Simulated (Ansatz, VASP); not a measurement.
**Bi: VASP beside Ansatz**

```
Bi
1.0
     0.00000    2.54219    2.54219
     2.54219    0.00000    2.54219
     2.54219    2.54219    0.00000
Bi
1
Direct
  0.00000 0.00000 0.00000
```

Alike in both runs: functional PBE; k mesh 14 × 14 × 14; occupations fermi-dirac, width 0.05 eV; non-collinear spin, spin-orbit coupling.

Ansatz relaxed the structure, and its values are those at the end. VASP's run is a single point on that final structure, the one shown.

```csv
,VASP,Ansatz
version,VASP 6.6.1,Ansatz 0.2.0
potentials or method,"VASP PAW PBE potentials, release 64 (Bi_d), cutoff 520 eV",all-electron LAPW
```

VASP gave:

| Quantity | Value |
| --- | --- |
| pressure (GPa) | -0.3 |

Which values does Ansatz return?

Pressure (GPa): 0.0.

Ansatz ran all-electron here, and VASP with PAW potentials.
